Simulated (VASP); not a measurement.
InGaAs2, 4 atoms in the cell. It takes space group P-4m2 (No. 115, tetragonal). Conventional cell: a = 4.156 Å, b = 4.156 Å, c = 5.914 Å, α = 90.00°, β = 90.00°, γ = 90.00°. Ga (site symmetry -4m2) has 4 As at 2.48 Å within 3.3 Å. Within 3.3 Å of As (site symmetry 2mm) lie 2 Ga at 2.48 Å and 2 In at 2.62 Å. In (site symmetry -4m2) has 4 As at 2.62 Å within 3.5 Å. 

| Item | Value |
| --- | --- |
| Program | VASP 6.6.1 |
| Task | single point |
| Functional | HSE06 |
| Potentials or basis | VASP PAW PBE potentials, release 64 (Ga_d, As, In_d) |
| Cutoff | 400 eV |
| k mesh | 4 × 4 × 4 |
| Occupations | fermi-dirac, width 0.02 eV |
| Spin | no spin polarisation |
| Dipole correction | no |
| Grid for exact exchange (PRECFOCK) | Normal |
| Further INCAR settings | ALGO = Normal; EDIFF = 1e-06; NBANDS = 26 |
| Share of exact exchange | 0.25 |
| Screening parameter | 0.2079 1/Å |

Potentials or basis: VASP PAW PBE potentials, release 64 (Ga_d, As, In_d).

Command:

```console
$ cat potpaw_PBE.64/Ga_d/POTCAR potpaw_PBE.64/As/POTCAR potpaw_PBE.64/In_d/POTCAR > POTCAR
$ cp INCAR.step1 INCAR
$ mpirun -np 1 vasp_std > vasp.out
$ cp INCAR.step2 INCAR
$ mpirun -np 1 vasp_std > vasp.out
```

Hardware: 1 thread of Intel(R) Xeon(R) Platinum 8259CL CPU @ 2.50GHz (Skylake/Cascade Lake) (shared host).

Task: Estimate the wall time of this run.

Result: Wall time 65 min on 1 thread of Intel(R) Xeon(R) Platinum 8259CL CPU @ 2.50GHz (Skylake/Cascade Lake), on a shared host, peak memory 0.33 GiB. Counts: k points 18.
